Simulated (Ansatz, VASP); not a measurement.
# Two plane-wave programs on Mo4C3

Contents of INCAR:

```
PREC = Accurate
ENCUT = 520
EDIFF = 1E-7
ISMEAR = 0
SIGMA = 0.1
LREAL = F
LASPH = T
NELM = 60
ALGO = Normal
ISIF = 2
LWAVE = F
LCHARG = T
GGA = PE
LELF = T
LVHAR = T
NBANDS = 43
```

Contents of KPOINTS:

```
Automatic mesh
0
Gamma
  4 4 4
```

POSCAR

```
Mo4C3
1.0
    0.0000000000      3.8864331900      3.8864331900
    3.8864331900      0.0000000000      3.8864331900
    3.8864331900      3.8864331900      0.0000000000
Mo C
4 3
Direct
    0.8665855800      0.8665855800      0.8665855800
    0.8665855800      0.8665855800      0.4002432500
    0.8665855800      0.4002432500      0.8665855800
    0.4002432500      0.8665855800      0.8665855800
    0.7500000000      0.7500000000      0.7500000000
    0.5000000000      0.5000000000      0.5000000000
    0.0000000000      0.0000000000      0.0000000000
```

Input for Ansatz:

```yaml
crystal:
  lattice:
    - [0.0, 3.88643319, 3.88643319]
    - [3.88643319, 0.0, 3.88643319]
    - [3.88643319, 3.88643319, 0.0]
  atoms:
    - { symbol: Mo, position: [0.86658558, 0.86658558, 0.86658558] }
    - { symbol: Mo, position: [0.86658558, 0.86658558, 0.40024325] }
    - { symbol: Mo, position: [0.86658558, 0.40024325, 0.86658558] }
    - { symbol: Mo, position: [0.40024325, 0.86658558, 0.86658558] }
    - { symbol: C, position: [0.75, 0.75, 0.75] }
    - { symbol: C, position: [0.5, 0.5, 0.5] }
    - { symbol: C, position: [0.0, 0.0, 0.0] }
basis:
  ecutwfc: 420
kpoints:
  mp_grid: { grid: [4, 4, 4] }
hamiltonian:
  xc: pbe
scf:
  occupations: { method: gaussian, width: 0.1 }
  lower_state_search: "off"
output:
  forces: true
  stress: true
  eigenvalues: true
```

Alike in both runs: task single point; functional PBE; k mesh 4 × 4 × 4; occupations gaussian, width 0.1 eV; no spin polarisation.

|  | VASP | Ansatz |
| --- | --- | --- |
| version | VASP 6.6.1 | Ansatz 0.2.0 |
| potentials or method | VASP PAW PBE potentials, release 64 (Mo_sv, C), cutoff 520 eV | scalar-relativistic, plane waves, PAW |
| valence electrons in the cell | 68 | 68 |

Ansatz gave:

| Item | Value |
| --- | --- |
| rms of the force components (eV/Å) | 6.200 |

Problem. Estimate VASP's values.

Solution. rms of the force components (eV/Å): 6.366.

Atom by atom the forces differ by 0.165 eV/Å (rms over components).
